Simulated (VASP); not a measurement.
# Sc (P6_3/mmc) in VASP: single point with r2SCAN

Aim: the single point of Sc with r2SCAN.

All numbers are computed with VASP 6.6.1; they aren't measurements. Logs are shortened: lines on timing, memory, paths and dates and some standing lists are left out, and cuts for length are marked.

### 1 The cell of the first run

It takes space group P6_3/mmc (No. 194, hexagonal). The conventional cell has a = 3.306 Å, b = 3.306 Å, c = 5.269 Å, α = 90.00°, β = 90.00°, γ = 120.00°. Within 4.3 Å of Sc (site symmetry -6m2) lie 12 Sc at 3.25 to 3.31 Å.

### 2 Single point, r2SCAN

Input file POSCAR:

```
Sc
1.0
    3.3061874402      0.0000000000      0.0000000000
   -1.6530937201      2.8632423129      0.0000000000
    0.0000000000      0.0000000000      5.2688178949
Sc
2
Direct
    0.3333333333      0.6666666667      0.2500000000
    0.6666666667      0.3333333333      0.7500000000
```

Input file INCAR.step1:

```
PREC = Accurate
ENCUT = 520
ISMEAR = 0
SIGMA = 0.05
LREAL = F
LASPH = T
NELM = 80
NBANDS = 18
GGA = PE
ALGO = Normal
EDIFF = 1E-4
LWAVE = T
LCHARG = F
```

Input file INCAR.step2:

```
PREC = Accurate
ENCUT = 520
EDIFF = 1E-6
ISMEAR = 0
SIGMA = 0.05
LREAL = F
LASPH = T
NELM = 80
ALGO = Normal
ISIF = 2
LWAVE = F
LCHARG = T
METAGGA = R2SCAN
LMIXTAU = T
LELF = T
LVHAR = T
NBANDS = 18
ISTART = 1
```

Input file KPOINTS:

```
Automatic mesh
0
Gamma
  9 9 5
```

Potentials or basis: VASP PAW PBE potentials, release 64 (Sc_sv).

Command:

```bash
$ cat potpaw_PBE.64/Sc_sv/POTCAR > POTCAR
$ cp INCAR.step1 INCAR
$ mpirun -np 1 vasp_std > vasp.out
$ cp INCAR.step2 INCAR
$ mpirun -np 1 vasp_std > vasp.out
```

OUTCAR:

```text
PREC = Accurate
   ENCUT = 520
   EDIFF = 1E-6
   ISMEAR = 0
   LREAL = F
   LASPH = T
   NELM = 80
   ISIF = 2
   METAGGA = R2SCAN
   ISTART = 1

 ion  position               nearest neighbor table
   1  0.333  0.667  0.250-   2 3.25   2 3.25   2 3.25   2 3.25   2 3.25   2 3.25
   2  0.667  0.333  0.750-   1 3.25   1 3.25   1 3.25   1 3.25   1 3.25   1 3.25

  LATTYP: Found a hexagonal cell.
 ALAT       =     3.3061874402
 C/A-ratio  =     1.5936234682

  Lattice vectors:

 A1 = (   3.3061874402,   0.0000000000,   0.0000000000)
 A2 = (  -1.6530937201,   2.8632423129,   0.0000000000)
 A3 = (   0.0000000000,   0.0000000000,   5.2688178949)

Analysis of symmetry for initial positions (statically):
=====================================================================
 Subroutine PRICEL returns:
 Original cell was already a primitive cell.

 Routine SETGRP: Setting up the symmetry group for a
 hexagonal supercell.

 Subroutine GETGRP returns: Found 24 space group operations
 (whereof 12 operations were pure point group operations)
 out of a pool of 24 trial point group operations.

The static configuration has the point symmetry D_3d.
 The point group associated with its full space group is D_6h.

Analysis of symmetry for dynamics (positions and initial velocities):
=====================================================================
 Subroutine PRICEL returns:
 Original cell was already a primitive cell.

 Routine SETGRP: Setting up the symmetry group for a
 hexagonal supercell.

 Subroutine GETGRP returns: Found 24 space group operations
 (whereof 12 operations were pure point group operations)
 out of a pool of 24 trial point group operations.

The dynamic configuration has the point symmetry D_3d.
 The point group associated with its full space group is D_6h.

 Subroutine INISYM returns: Found 24 space group operations
 (whereof 12 operations are pure point group operations),
 and found     1 'primitive' translations

----------------------------------------------------------------------------------------

                                     Primitive cell

  volume of cell :      49.8768

  direct lattice vectors                    reciprocal lattice vectors
     3.306187440  0.000000000  0.000000000     0.302463190  0.174627204  0.000000000
    -1.653093720  2.863242313  0.000000000     0.000000000  0.349254408  0.000000000
     0.000000000  0.000000000  5.268817895     0.000000000  0.000000000  0.189795893

  length of vectors
     3.306187440  3.306187440  5.268817895     0.349254408  0.349254408  0.189795893

  position of ions in fractional coordinates (direct lattice)
     0.333333333  0.666666667  0.250000000
     0.666666667  0.333333333  0.750000000

  ion indices of the primitive-cell ions
   primitive index   ion index
                 1           1
                 2           2

----------------------------------------------------------------------------------------

 KPOINTS: Automatic mesh

Automatic generation of k-mesh.
 Grid dimensions read from file:
 generate k-points for:    9    9    5

 Generating k-lattice:

  Cartesian coordinates                     Fractional coordinates (reciprocal lattice)
     0.033607021  0.019403023  0.000000000     0.111111111  0.000000000  0.000000000
     0.000000000  0.038806045  0.000000000     0.000000000  0.111111111  0.000000000
     0.000000000  0.000000000  0.037959179     0.000000000  0.000000000  0.200000000

  Length of vectors
     0.038806045  0.038806045  0.037959179

  Shift w.r.t. Gamma in fractional coordinates (k-lattice)
     0.000000000  0.000000000  0.000000000

 Subroutine IBZKPT returns following result:
 ===========================================

 Found     36 irreducible k-points:

 Following reciprocal coordinates:
            Coordinates               Weight
  0.000000  0.000000  0.000000      1.000000
  0.111111 -0.000000  0.000000      6.000000
  0.222222 -0.000000  0.000000      6.000000
  0.333333 -0.000000  0.000000      6.000000
  0.444444 -0.000000  0.000000      6.000000
  0.111111  0.111111  0.000000      6.000000
[... 16 lines left out ...]
  0.333333  0.222222  0.200000     24.000000
  0.333333  0.333333  0.200000      4.000000
 [... further k-points ...]
   k-points           NKPTS =     36   k-points in BZ     NKDIM =     36   number of bands    NBANDS=     18
   number of dos      NEDOS =    301   number of ions     NIONS =      2
   total plane-waves  NPLWV =  31360
   dimension x,y,z NGX =    28 NGY =   28 NGZ =   40
   dimension x,y,z NGXF=    56 NGYF=   56 NGZF=   80
   ions per type =               2
   NGX,Y,Z   is equivalent  to a cutoff of  14.08, 14.08, 12.62 a.u.
   NGXF,Y,Z  is equivalent  to a cutoff of  28.16, 28.16, 25.24 a.u.
 SYSTEM =  unknown system
   PREC   = accura    normal or accurate (medium, high low for compatibility)
   ISTART =      1    job   : 0-new  1-cont  2-samecut
   ICHARG =      0    charge: 1-file 2-atom 10-const
   ISPIN  =      1    spin polarized calculation?
   LNONCOLLINEAR =      F non collinear calculations
   LSORBIT =      F    spin-orbit coupling
   LASPH  =      T    aspherical Exc in radial PAW
   ENCUT  =  520.0 eV  38.22 Ry    6.18 a.u.   6.15  6.15  9.80*2*pi/ulx,y,z
   NELM   =     80;   NELMIN=  2; NELMDL=  0     # of ELM steps
   EDIFF  = 0.1E-05   stopping-criterion for ELM
   LREAL  =      F    real-space projection
   EDIFFG = 0.1E-04   stopping-criterion for IOM
   NSW    =      0    number of steps for IOM
   IBRION =     -1    ionic relax: 0-MD 1-quasi-New 2-CG
   NFREE  =      0    steps in history (QN), initial steepest desc. (CG)
   ISIF   =      2    stress and relaxation
   ISYM   =      2    0-nonsym 1-usesym 2-fastsym
   POTIM  = 0.5000    time-step for ionic-motion
   TEBEG  =    0.0;   TEEND  =   0.0 temperature during run
   PSTRESS=    0.0 pullay stress
   NELECT =      22.0000    total number of electrons
   NUPDOWN=      -1.0000    fix difference up-down
   EMIN   =  10.00;   EMAX   =-10.00  energy-range for DOS
   EFERMI =   0.00;   METHOD = LEGACY
   ISMEAR =     0;   SIGMA  =   0.05  broadening in eV -4-tet -1-fermi 0-gaus
   EFERMI_NEDOS =   21; number of points for ismear=-14 and -15
   IALGO  =     38    algorithm
   IMIX   =      4    mixing-type and parameters
     AMIX     =   0.40;   BMIX     =  1.00
     AMIX_MAG =   1.60;   BMIX_MAG =  1.00
  volume/ion in A,a.u.               =      24.94       168.29
  Fermi-wavevector in a.u.,A,eV,Ry     =   1.246186  2.354950 21.129563  1.552979
  Thomas-Fermi vector in A             =   2.380375
   LORBIT       =      0    0 simple, 1 ext, 2 COOP (PROOUT), +10 PAW based schemes
   METAGGA = R2SCAN    functional components
   LHFCALC =     F    Hartree Fock is set to
   AEXX    =    0.0000 exact exchange contribution
   IVDW    =     0    specifies the selected vdW correction
   LEPSILON=     F    determine dielectric tensor
   LRPA    =     F    only Hartree local field effects (RPA)
 non-spin polarized calculation
 Gauss-broadening in eV      SIGMA  =   0.05
  energy-cutoff  :      520.00
  volume of cell :       49.88
 maximum number of plane-waves:      1363
 NGX is ok and might be reduce to    28
   NGX = 13   NGY = 13   NGZ = 19

 number of electron      22.0000000 magnetization

 Free energy of the ion-electron system (eV)
  ---------------------------------------------------
  ext. energy  EPLUGINS =         0.00000000
  ---------------------------------------------------
  free energy    TOTEN  =       -22.71055698 eV

  energy without entropy =      -22.70483350  energy(sigma->0) =      -22.70769524

 E-fermi :   3.6449     XC(G=0): -10.5573

 val. band max:        3.6311412396   @ k =   0.4444   0.1111   0.4000
 cond. band min:       3.6546149622   @ k =   0.1111   0.1111   0.2000
 fundamental gap:      0.0234737226
 Fermi energy:         3.6449354638

 k-point     1 :       0.0000    0.0000    0.0000
  band No.  band energies     occupation
      1     -47.9061      2.00000
      2     -47.8413      2.00000
      3     -25.7507      2.00000
      4     -25.4059      2.00000
      5     -25.4059      2.00000
      6     -25.3477      2.00000
[... 10 lines left out ...]
     17       6.2972      0.00000
     18       6.2972      0.00000

 k-point     2 :       0.1111   -0.0000    0.0000
  band No.  band energies     occupation
      1     -47.9002      2.00000
      2     -47.8390      2.00000
      3     -25.7348      2.00000
      4     -25.4385      2.00000
      5     -25.4166      2.00000
      6     -25.3815      2.00000
[... 10 lines left out ...]
     17       6.0851      0.00000
     18       6.1322      0.00000

 k-point     3 :       0.2222   -0.0000    0.0000
  band No.  band energies     occupation
      1     -47.8848      2.00000
      2     -47.8335      2.00000
      3     -25.6910      2.00000
      4     -25.5218      2.00000
      5     -25.4644      2.00000
      6     -25.4426      2.00000
[... 10 lines left out ...]
     17       6.3417      0.00000
     18       6.5796      0.00000

 k-point     4 :       0.3333   -0.0000    0.0000
  band No.  band energies     occupation
      1     -47.8659      2.00000
      2     -47.8287      2.00000
      3     -25.6315      2.00000
      4     -25.6179      2.00000
      5     -25.5546      2.00000
      6     -25.4707      2.00000
[... 375 lines left out ...]
      4     -25.6191      2.00000
      5     -25.5236      2.00000
      6     -25.5068      2.00000
[... 10 lines left out ...]
     17       7.3418      0.00000
     18       7.6207      0.00000

 k-point    23 :       0.3333    0.2222    0.2000
  band No.  band energies     occupation
      1     -47.8420      2.00000
      2     -47.8302      2.00000
      3     -25.6631      2.00000
      4     -25.6266      2.00000
      5     -25.5607      2.00000
      6     -25.4954      2.00000
[... 10 lines left out ...]
     17       7.3490      0.00000
     18       7.8052      0.00000

 k-point    24 :       0.3333    0.3333    0.2000
  band No.  band energies     occupation
      1     -47.8340      2.00000
      2     -47.8340      2.00000
      3     -25.6211      2.00000
      4     -25.6161      2.00000
      5     -25.6161      2.00000
      6     -25.5148      2.00000
[... 10 lines left out ...]
     17       7.5018      0.00000
     18       7.5018      0.00000

 [... further k-points ...]
[... 5 lines left out ...]
  --------------------------------------------------------------------------------------
  -------------------------------------------------------------------------------------
  Total        0.2642964      0.2642964     -0.3079014      0.0000000      0.0000000      0.0000000
  in kB        8.4899086      8.4899086     -9.8906184      0.0000000      0.0000000      0.0000000
  external PRESSURE =       2.3630663 kB  Pullay stress =       0.0000000 kB

 VOLUME and BASIS-vectors are now :
 -----------------------------------------------------------------------------
  energy-cutoff  :      520.00
  volume of cell :       49.88
      direct lattice vectors                 reciprocal lattice vectors
     3.306187440  0.000000000  0.000000000     0.302463190  0.174627204  0.000000000
    -1.653093720  2.863242313  0.000000000     0.000000000  0.349254408  0.000000000
     0.000000000  0.000000000  5.268817895     0.000000000  0.000000000  0.189795893

 POSITION                                       TOTAL-FORCE (eV/Angst)
 -----------------------------------------------------------------------------------
     -0.00000      1.90883      1.31720         0.000000      0.000000      0.000000
      1.65309      0.95441      3.95161        -0.000000      0.000000      0.000000
 -----------------------------------------------------------------------------------
    total drift:                               -0.000000      0.000000     -0.000000

  FREE ENERGIE OF THE ION-ELECTRON SYSTEM (eV)
  ---------------------------------------------------
  free  energy   TOTEN  =       -22.7105569830 eV

  energy  without entropy=      -22.7048334995  energy(sigma->0) =      -22.70769524
```

It took 1.8 min on 1 thread of Intel Xeon Platinum 8259CL at 2.50GHz (Skylake/Cascade Lake), shared host; peak memory 0.18 GiB.

Results:

```
Free energy            : -22.7106 eV
Pressure               : 0.2 GPa
Band gap on the k mesh : zero (band 11 reaches 4.40 eV, above the bottom of band 12 at 3.23 eV)
```

Levels at points of the mesh, in eV from the Fermi level:
```tsv
k point	band 9	band 10	band 11	band 12	band 13	band 14
(0.00, 0.00, 0.00)	-5.48	-1.72	0.27	1.82	1.82	1.95
```

Caveat: the PAW data sets were made with another functional, which shifts forces and pressure a little.
